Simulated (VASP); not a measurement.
Set up this calculation in VASP 6.6.1, as the native input.

```yaml
Task: single point
Functional: PBEsol
Potentials_or_basis: VASP PAW PBE potentials, release 64 (W_sv, C)
Cutoff: 600 eV
k_mesh: 8 × 8 × 8
Occupations: fermi-dirac, width 0.05 eV
Spin: non-collinear spin, zero start, spin-orbit coupling
Starting_moments: "[[0.0, 0.0, 0.0], [0.0, 0.0, 0.0]] μB"
Dipole_correction: no
Further_INCAR_settings: ALGO = Normal; EDIFF = 1e-06; NBANDS = 30
```

The structure of WC lies in POSCAR:

```
WC
1.0
    0.0000000000      2.1926840000      2.1926840000
    2.1926840000      0.0000000000      2.1926840000
    2.1926840000      2.1926840000      0.0000000000
W C
1 1
Direct
    0.0000000000      0.0000000000      0.0000000000
    0.5000000000      0.5000000000      0.5000000000
```

These files were run (other wordings do the same):

INCAR

```
SYSTEM = WC
PREC = Accurate
ENCUT = 600
EDIFF = 1E-6
ISMEAR = -1
SIGMA = 0.05
LREAL = .False.
LASPH = .True.
NELM = 200
ALGO = Normal
ISIF = 2
LWAVE = .False.
LCHARG = .False.
LNONCOLLINEAR = .True.
MAGMOM = 0 0 0 0 0 0
LORBIT = 11
LSORBIT = .True.
GGA_COMPAT = .False.
LORBMOM = .True.
LMAXMIX = 4
GGA = PS
NBANDS = 30
```

KPOINTS

```
regular mesh
0
Gamma
  8 8 8
  0 0 0
```

Potentials or basis: VASP PAW PBE potentials, release 64 (W_sv, C).

Command:

```console
$ cat potpaw_PBE.64/W_sv/POTCAR potpaw_PBE.64/C/POTCAR > POTCAR
$ mpirun -np 1 vasp_ncl > vasp.out
```

Results of the run:

```yaml
Pressure: -8.0 GPa
Net_moment: 0.00 μB per cell
Valence_electrons_inside_the_program's_atomic_spheres: W 12.08; C 2.42
```

Caveat: the PAW data sets were made with another functional, which shifts forces and pressure a little.

Run time: 33 s on 1 thread of Intel(R) Xeon(R) Platinum 8559C (Emerald Rapids), with other jobs on the host, peak memory 0.26 GiB.
